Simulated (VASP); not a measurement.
# Zn7S8 (a cell with a defect) in VASP: single point with PBE

Aim: the single point of Zn7S8 (a cell with a defect) with PBE.

Everything below comes from runs of VASP 6.6.1. Logs are shortened: lines on timing, memory, paths and dates and some standing lists are left out, and cuts for length are marked.

### 1 The cell of the first run

The cell holds a defect, 15 atoms: a = 6.305 Å, b = 7.688 Å, c = 7.688 Å, α = 120.00°, β = 90.00°, γ = 90.00°.

### 2 Single point, PBE, collinear spin (atoms taken out, then relaxed in part)

Contents of INCAR:

```
PREC = Accurate
ENCUT = 520
EDIFF = 1E-6
ISMEAR = 0
SIGMA = 0.01
LREAL = Auto
LASPH = T
NELM = 150
ALGO = Normal
ISIF = 2
LWAVE = F
LCHARG = F
ISPIN = 2
MAGMOM = 0 0 0 0 0 0 0 0.5 0 0 0 0.5 0.5 0 0.5
LORBIT = 11
GGA = PE
NBANDS = 83
```

Contents of KPOINTS:

```
Automatic mesh
0
Gamma
  4 3 3
  0.5 0 0
```

Contents of POSCAR:

```
Zn7S8
1.0
    0.0000000000      0.0000000000     -6.3046430652
   -3.8440669361     -6.6581192410      0.0000000000
   -3.8440669360      6.6581192410      0.0000000000
Zn S
7 8
Direct
    1.0023941512      0.3321265802      0.6660632901
    1.0023941512      0.8339367099      0.1678734198
    1.0023941512      0.8339367099      0.6660632901
    0.4964140209      0.1672830580      0.8345661161
    0.4964140209      0.1672830580      0.3327169420
    0.5020658524      0.6666666667      0.8333333333
    0.4964140209      0.6654338839      0.3327169420
    0.6151431417      0.3333333333      0.1666666667
    0.6268560651      0.3330925371      0.6665462685
    0.6268560651      0.8334537315      0.1669074629
    0.6268560651      0.8334537315      0.6665462685
    0.1265250265      0.1635608515      0.8271217029
    0.1265250265      0.1635608515      0.3364391485
    0.1264898889      0.6666666667      0.8333333333
    0.1265250265      0.6728782971      0.3364391485
```

Potentials or basis: VASP PAW PBE potentials, release 64 (Zn, S).

Run with:

```
> cat potpaw_PBE.64/Zn/POTCAR potpaw_PBE.64/S/POTCAR > POTCAR
> mpirun -np 1 vasp_std > vasp.out
```

OUTCAR:

```text
PREC = Accurate
   ENCUT = 520
   EDIFF = 1E-6
   ISMEAR = 0
   LREAL = Auto
   LASPH = T
   NELM = 150
   ISIF = 2
   ISPIN = 2
   LORBIT = 11
   GGA = PE

 ion  position               nearest neighbor table
   1  0.002  0.332  0.666-  12 2.33  13 2.33  14 2.36   9 2.37
   2  0.002  0.834  0.168-  15 2.33  13 2.33  14 2.36  10 2.37
   3  0.002  0.834  0.666-  15 2.33  12 2.33  14 2.36  11 2.37
   4  0.496  0.167  0.835-  12 2.33   8 2.33  11 2.37   9 2.37
   5  0.496  0.167  0.333-  13 2.33   8 2.33   9 2.37  10 2.37
   6  0.502  0.667  0.833-  10 2.36   9 2.36  11 2.36  14 2.37
   7  0.496  0.665  0.333-  15 2.33   8 2.33  11 2.37  10 2.37
   8  0.615  0.333  0.167-   4 2.33   7 2.33   5 2.33
   9  0.627  0.333  0.667-   6 2.36   1 2.37   5 2.37   4 2.37
  10  0.627  0.833  0.167-   6 2.36   2 2.37   5 2.37   7 2.37
  11  0.627  0.833  0.667-   6 2.36   3 2.37   7 2.37   4 2.37
  12  0.127  0.164  0.827-   1 2.33   3 2.33   4 2.33
  13  0.127  0.164  0.336-   1 2.33   2 2.33   5 2.33
  14  0.126  0.667  0.833-   3 2.36   2 2.36   1 2.36   6 2.37
  15  0.127  0.673  0.336-   2 2.33   3 2.33   7 2.33

  LATTYP: Found a hexagonal cell.
 ALAT       =     7.6881338722
 C/A-ratio  =     0.8200485540

  Lattice vectors:

 A1 = (  -3.8440669361,  -6.6581192410,   0.0000000000)
 A2 = (  -3.8440669360,   6.6581192410,   0.0000000000)
 A3 = (   0.0000000000,   0.0000000000,  -6.3046430652)

Analysis of symmetry for initial positions (statically):
=====================================================================
 Subroutine PRICEL returns:
 Original cell was already a primitive cell.

 Routine SETGRP: Setting up the symmetry group for a
 hexagonal supercell.

 Subroutine GETGRP returns: Found  6 space group operations
 (whereof  2 operations were pure point group operations)
 out of a pool of 24 trial point group operations.

The static configuration has the point symmetry C_1h.
 The point group associated with its full space group is C_3v.

Analysis of symmetry for dynamics (positions and initial velocities):
=====================================================================
 Subroutine PRICEL returns:
 Original cell was already a primitive cell.

 Routine SETGRP: Setting up the symmetry group for a
 hexagonal supercell.

 Subroutine GETGRP returns: Found  6 space group operations
 (whereof  2 operations were pure point group operations)
 out of a pool of 24 trial point group operations.

The dynamic configuration has the point symmetry C_1h.
 The point group associated with its full space group is C_3v.

Analysis of structural, dynamic, and magnetic symmetry:
=====================================================================
 Subroutine PRICEL returns:
 Original cell was already a primitive cell.

 Routine SETGRP: Setting up the symmetry group for a
 hexagonal supercell.

 Subroutine GETGRP returns: Found  6 space group operations
 (whereof  2 operations were pure point group operations)
 out of a pool of 24 trial point group operations.

The overall configuration has the point symmetry C_1h.
 The point group associated with its full space group is C_3v.

 Subroutine INISYM returns: Found  6 space group operations
 (whereof  2 operations are pure point group operations),
 and found     1 'primitive' translations

----------------------------------------------------------------------------------------

                                     Primitive cell

  volume of cell :     322.7253

  direct lattice vectors                    reciprocal lattice vectors
     0.000000000  0.000000000 -6.304643065     0.000000000  0.000000000 -0.158613262
    -3.844066936 -6.658119241  0.000000000    -0.130070576 -0.075096282  0.000000000
    -3.844066936  6.658119241  0.000000000    -0.130070576  0.075096282  0.000000000

  length of vectors
     6.304643065  7.688133872  7.688133872     0.158613262  0.150192564  0.150192564

  position of ions in fractional coordinates (direct lattice)
     0.002394151  0.332126580  0.666063290
     0.002394151  0.833936710  0.167873420
     0.002394151  0.833936710  0.666063290
     0.496414021  0.167283058  0.834566116
     0.496414021  0.167283058  0.332716942
     0.502065852  0.666666667  0.833333333
     0.496414021  0.665433884  0.332716942
     0.615143142  0.333333333  0.166666667
     0.626856065  0.333092537  0.666546268
     0.626856065  0.833453732  0.166907463
     0.626856065  0.833453732  0.666546268
     0.126525026  0.163560852  0.827121703
     0.126525026  0.163560852  0.336439148
     0.126489889  0.666666667  0.833333333
     0.126525026  0.672878297  0.336439148

  ion indices of the primitive-cell ions
[... 54 lines left out ...]
   number of dos      NEDOS =    301   number of ions     NIONS =     15
   total plane-waves  NPLWV = 172800
   dimension x,y,z NGX =    48 NGY =   60 NGZ =   60
   dimension x,y,z NGXF=    96 NGYF=  120 NGZF=  120
   ions per type =               7   8
   NGX,Y,Z   is equivalent  to a cutoff of  12.66, 12.97, 12.97 a.u.
   NGXF,Y,Z  is equivalent  to a cutoff of  25.31, 25.95, 25.95 a.u.
 SYSTEM =  unknown system
   PREC   = accura    normal or accurate (medium, high low for compatibility)
   ISTART =      0    job   : 0-new  1-cont  2-samecut
   ICHARG =      2    charge: 1-file 2-atom 10-const
   ISPIN  =      2    spin polarized calculation?
   LNONCOLLINEAR =      F non collinear calculations
   LSORBIT =      F    spin-orbit coupling
   LASPH  =      T    aspherical Exc in radial PAW
   ENCUT  =  520.0 eV  38.22 Ry    6.18 a.u.  11.72 14.29 14.29*2*pi/ulx,y,z
   NELM   =    150;   NELMIN=  2; NELMDL= -5     # of ELM steps
   EDIFF  = 0.1E-05   stopping-criterion for ELM
   LREAL  =      T    real-space projection
   EDIFFG = 0.1E-04   stopping-criterion for IOM
   NSW    =      0    number of steps for IOM
   IBRION =     -1    ionic relax: 0-MD 1-quasi-New 2-CG
   NFREE  =      0    steps in history (QN), initial steepest desc. (CG)
   ISIF   =      2    stress and relaxation
   ISYM   =      2    0-nonsym 1-usesym 2-fastsym
   POTIM  = 0.5000    time-step for ionic-motion
   TEBEG  =    0.0;   TEEND  =   0.0 temperature during run
   PSTRESS=    0.0 pullay stress
   NELECT =     132.0000    total number of electrons
   NUPDOWN=      -1.0000    fix difference up-down
   EMIN   =  10.00;   EMAX   =-10.00  energy-range for DOS
   EFERMI =   0.00;   METHOD = LEGACY
   ISMEAR =     0;   SIGMA  =   0.01  broadening in eV -4-tet -1-fermi 0-gaus
   EFERMI_NEDOS =   21; number of points for ismear=-14 and -15
   IALGO  =     38    algorithm
   IMIX   =      4    mixing-type and parameters
     AMIX     =   0.40;   BMIX     =  1.00
     AMIX_MAG =   1.60;   BMIX_MAG =  1.00
  volume/ion in A,a.u.               =      21.52       145.19
  Fermi-wavevector in a.u.,A,eV,Ry     =   1.215221  2.296434 20.092556  1.476761
  Thomas-Fermi vector in A             =   2.350615
   LORBIT       =     11    0 simple, 1 ext, 2 COOP (PROOUT), +10 PAW based schemes
   GGA     = PE    functional components
   LHFCALC =     F    Hartree Fock is set to
   AEXX    =    0.0000 exact exchange contribution
   IVDW    =     0    specifies the selected vdW correction
   LEPSILON=     F    determine dielectric tensor
   LRPA    =     F    only Hartree local field effects (RPA)
 spin polarized calculation
 Gauss-broadening in eV      SIGMA  =   0.01
  energy-cutoff  :      520.00
  volume of cell :      322.73
 maximum number of plane-waves:      8735
 NGX is ok and might be reduce to    48
   NGX = 23   NGY = 29   NGZ = 29

 number of electron     132.0000071 magnetization       0.8888258

 Free energy of the ion-electron system (eV)
  ---------------------------------------------------
  ext. energy  EPLUGINS =         0.00000000
  ---------------------------------------------------
  free energy    TOTEN  =       -49.60388234 eV

  energy without entropy =      -49.60338113  energy(sigma->0) =      -49.60363174

 E-fermi :   1.2922     XC(G=0):  -9.2011

 val. band max:        1.2882600856   @ k =   0.3750   0.3333   0.3333
 cond. band min:       1.3343408902   @ k =   0.3750   0.0000   0.0000
 fundamental gap:      0.0460808046
 Fermi energy:         1.2922498748

 spin component 1

 k-point     1 :       0.1250    0.0000    0.0000
  band No.  band energies     occupation
      1     -11.4533      1.00000
      2     -10.6943      1.00000
      3     -10.6492      1.00000
      4     -10.6492      1.00000
      5     -10.5110      1.00000
      6     -10.2768      1.00000
[... 637 lines left out ...]
     77       7.3575      0.00000
     78       7.4193      0.00000
 Fermi energy:         1.2922498748

 spin component 2

 k-point     1 :       0.1250    0.0000    0.0000
  band No.  band energies     occupation
      1     -11.4046      1.00000
      2     -10.6682      1.00000
      3     -10.6153      1.00000
      4     -10.6153      1.00000
      5     -10.3880      1.00000
      6     -10.1346      1.00000
[... 637 lines left out ...]
     77       7.3877      0.00000
     78       7.4476      0.00000
 [bands above 78 left out]

------------------------ aborting loop because EDIFF is reached ----------------------------------------

  FORCE on cell =-STRESS in cart. coord.  units (eV):
  Direction    XX          YY          ZZ          XY          YZ          ZX
  --------------------------------------------------------------------------------------
  -------------------------------------------------------------------------------------
  Total       -1.9915603     -1.9915603     -0.5487070     -0.0000000      0.0000000      0.0000000
  in kB       -9.8871481     -9.8871481     -2.7240691     -0.0000000      0.0000000      0.0000000
  external PRESSURE =      -7.4994551 kB  Pullay stress =       0.0000000 kB

 VOLUME and BASIS-vectors are now :
 -----------------------------------------------------------------------------
  energy-cutoff  :      520.00
  volume of cell :      322.73
      direct lattice vectors                 reciprocal lattice vectors
     0.000000000  0.000000000 -6.304643065     0.000000000  0.000000000 -0.158613262
    -3.844066936 -6.658119241  0.000000000    -0.130070576 -0.075096282  0.000000000
    -3.844066936  6.658119241  0.000000000    -0.130070576  0.075096282  0.000000000

 POSITION                                       TOTAL-FORCE (eV/Angst)
 -----------------------------------------------------------------------------------
     -3.83711      2.22339     -0.01509         0.063776      0.036821     -0.013269
     -3.85103     -4.43473     -0.01509        -0.063776      0.036821     -0.013269
     -5.76610     -1.11772     -0.01509        -0.000000     -0.073642     -0.013269
     -3.85118      4.44285     -3.12971        -0.075603      0.043649      0.060862
     -1.92203      1.10148     -3.12971        -0.000000     -0.087299      0.060862
     -5.76610      1.10969     -3.16535         0.000000      0.000000     -0.006127
     -3.83696     -2.21527     -3.12971         0.075603      0.043649      0.060862
     -1.92203     -1.10969     -3.87826        -0.000000      0.000000     -0.101523
     -3.84268      2.22017     -3.95210        -0.005044     -0.002912     -0.011442
     -3.84546     -4.43794     -3.95210         0.005044     -0.002912     -0.011442
     -5.76610     -1.11129     -3.95210         0.000000      0.005824     -0.011442
     -3.80825      4.41807     -0.79770        -0.086399      0.049882      0.002162
     -1.92203      1.15104     -0.79770        -0.000000     -0.099765      0.002162
     -5.76610      1.10969     -0.79747        -0.000000      0.000000     -0.007290
     -3.87988     -2.24005     -0.79770         0.086399      0.049882      0.002162
 -----------------------------------------------------------------------------------
    total drift:                               -0.000018      0.000029     -0.029721

  FREE ENERGIE OF THE ION-ELECTRON SYSTEM (eV)
  ---------------------------------------------------
  free  energy   TOTEN  =       -49.6038823442 eV

  energy  without entropy=      -49.6033811330  energy(sigma->0) =      -49.60363174

 total charge

# of ion       s       p       d       tot
------------------------------------------
    1        0.521   0.466   9.786  10.772
    2        0.521   0.466   9.786  10.772
    3        0.521   0.466   9.786  10.772
    4        0.519   0.464   9.785  10.768
    5        0.519   0.464   9.785  10.768
    6        0.513   0.456   9.794  10.763
    7        0.519   0.464   9.785  10.768
    8        1.337   2.349   0.000   3.686
    9        1.320   2.411   0.000   3.731
   10        1.320   2.411   0.000   3.731
   11        1.320   2.411   0.000   3.731
   12        1.341   2.340   0.000   3.681
   13        1.341   2.340   0.000   3.681
   14        1.319   2.413   0.000   3.732
   15        1.341   2.340   0.000   3.681
--------------------------------------------------
tot         14.271  22.261  68.506 105.038

 magnetization (x)

# of ion       s       p       d       tot
------------------------------------------
    1       -0.002   0.001   0.008   0.007
    2       -0.002   0.001   0.008   0.007
    3       -0.002   0.001   0.008   0.007
    4       -0.002   0.000   0.010   0.008
    5       -0.002   0.000   0.010   0.008
    6       -0.000  -0.000   0.001   0.000
    7       -0.002   0.000   0.010   0.008
    8        0.005   0.146   0.000   0.151
    9        0.000   0.009   0.000   0.009
   10        0.000   0.009   0.000   0.009
   11        0.000   0.009   0.000   0.009
   12        0.004   0.116   0.000   0.120
   13        0.004   0.116   0.000   0.120
   14        0.000   0.006   0.000   0.006
   15        0.004   0.116   0.000   0.120
--------------------------------------------------
tot          0.005   0.530   0.054   0.589
```

It took 24 min on 1 thread of Oxide Virtual Turin-like, shared host; peak memory 0.65 GiB.

Results:

* Free energy: -49.6039 eV
* Pressure: -0.7 GPa
* Largest force: 0.106 eV/Å
* Net moment: 0.89 μB per cell
* Site moments: Zn +0.01, +0.00 (each value once); S +0.15, +0.01, +0.12 (each value once) μB
* Valence electrons inside the program's atomic spheres: Zn 10.77, 10.76 (each value once); S 3.69, 3.73, 3.68 (each value once)

Forces on the atoms (eV/Å):
```
Zn   0.064  0.037 -0.013
Zn  -0.064  0.037 -0.013
Zn   0.000 -0.074 -0.013
Zn  -0.076  0.044  0.061
Zn   0.000 -0.087  0.061
Zn   0.000  0.000 -0.006
Zn   0.076  0.044  0.061
S    0.000  0.000 -0.102
S   -0.005 -0.003 -0.011
S    0.005 -0.003 -0.011
S    0.000  0.006 -0.011
S   -0.086  0.050  0.002
S    0.000 -0.100  0.002
S    0.000  0.000 -0.007
S    0.086  0.050  0.002
```

Caveat: the cell differs from its parent crystal (atoms taken out, then relaxed in part); a moment this small can come from the mesh or the smearing.
